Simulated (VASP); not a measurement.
# ZnF2: single point with LDA

Crystal: ZnF2.

```
Zn F
1.0
     4.70480    0.00000    0.00000
     0.00000    4.70480    0.00000
     0.00000    0.00000    3.13380
Zn F
2 4
Direct
  0.00000 0.00000 0.00000
  0.50000 0.50000 0.50000
  0.30240 0.30240 0.00000
  0.19760 0.80240 0.50000
  0.69760 0.69760 0.00000
  0.80240 0.19760 0.50000
```

```yaml
Program: VASP 6.6.1
Task: single point
Functional: LDA
Potentials_or_basis: VASP PAW LDA potentials, release 64 (Zn, F)
Cutoff: 600 eV
k_mesh: 4 × 4 × 6
Occupations: gaussian, width 0.2 eV
Spin: no spin polarisation
Dipole_correction: no
Further_INCAR_settings: ALGO = Normal; EDIFF = 1e-06; NBANDS = 35
```

```
Pressure               : -5.2 GPa
Largest force          : 0.103 eV/Å
Band gap on the k mesh : 3.29 eV, direct
```

Forces on the atoms (eV/Å):
```
Zn   0.000  0.000  0.000
Zn   0.000  0.000  0.000
F    0.073  0.073  0.000
F   -0.073  0.073  0.000
F   -0.073 -0.073  0.000
F    0.073 -0.073  0.000
```

Stress tensor (GPa, compression positive):
```
-4.92  0.00  0.00
 0.00 -4.92  0.00
 0.00  0.00 -5.68
```

Levels at points of the mesh, in eV from the valence-band top:
```csv
k point,band 22,band 23,band 24,band 25,band 26,band 27,band 28,band 29,band 30,band 31
"(0.00, 0.00, 0.00)",-1.50,-1.13,-0.37,-0.37,0.00,3.29,9.16,9.35,9.35,13.13
"(0.50, 0.00, 0.00)",-1.59,-0.65,-0.65,-0.46,-0.46,5.92,5.92,10.27,10.27,12.70
"(0.50, 0.50, 0.00)",-1.63,-1.23,-1.23,-0.39,-0.39,6.87,6.87,8.92,8.92,14.24
"(0.00, 0.00, 0.50)",-1.36,-1.33,-1.33,-1.29,-1.29,8.06,8.06,11.61,11.61,12.84
"(0.50, 0.00, 0.50)",-1.75,-1.32,-1.32,-0.06,-0.06,8.58,8.58,10.06,10.06,13.59
"(0.50, 0.50, 0.50)",-1.46,-1.29,-1.29,-0.80,-0.80,7.87,7.87,11.19,11.19,11.99
```

It took 69 s on 1 thread of Intel(R) Xeon(R) Platinum 8488C (Sapphire Rapids) (shared host), peak memory 0.2 GiB.

A hybrid or GW would open this gap; LDA tends to underestimate it.
